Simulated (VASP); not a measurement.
Write the native input for VASP 6.6.1 that does the following.

* Task: single point
* Functional: LDA
* Potentials or basis: VASP PAW LDA potentials, release 64 (Cd)
* Cutoff: 520 eV
* k mesh: 16 × 16 × 9
* Occupations: fermi-dirac, width 0.1 eV
* Spin: no spin polarisation
* Dipole correction: no
* Further INCAR settings: ALGO = Normal; EDIFF = 1e-07; NBANDS = 19

The structure of Cd lies in POSCAR:

```
Cd
1.0
    2.8920488916      0.0000000000      0.0000000000
   -1.4460244458      2.5045878091      0.0000000000
    0.0000000000      0.0000000000      5.2190752554
Cd
2
Direct
    0.3333333333      0.6666666667      0.2500000000
    0.6666666667      0.3333333333      0.7500000000
```

One way to write it, as run:

INCAR

```
SYSTEM = Cd
PREC     = Accurate       ! precision mode
ENCUT    = 520            ! plane-wave cutoff, eV
EDIFF    = 1E-7           ! SCF threshold, eV
ISMEAR   = -1             ! smearing method
SIGMA    = 0.1            ! smearing width, eV
LREAL    = .False.        ! projectors in reciprocal space
LASPH    = .True.         ! aspherical terms in the spheres
NELM     = 100            ! most SCF steps
ALGO     = Normal         ! electronic algorithm
ISIF     = 2              ! what is computed and relaxed
LWAVE    = .False.        ! write WAVECAR
LCHARG   = .True.         ! write CHGCAR
GGA      = CA             ! functional
LELF     = .True.         ! ELF
LVHAR    = .True.       
NBANDS   = 19             ! bands
```

KPOINTS

```
regular mesh
0
Gamma
  16 16 9
  0 0 0
```

Potentials or basis: VASP PAW LDA potentials, release 64 (Cd).

The run is started by

```sh
$ cat potpaw_LDA.64/Cd/POTCAR > POTCAR
$ mpirun -np 1 vasp_std > vasp.out
```

It gave:

```json
{"Pressure": "5.0 GPa", "Band gap on the k mesh": "zero (bands 12 and 13 overlap by 3.85 eV)"}
```

Caveat: the cell stands under pressure.

Run time: 88 s on 1 thread of Intel Xeon 8259CL (shared host), peak memory 0.21 GiB.
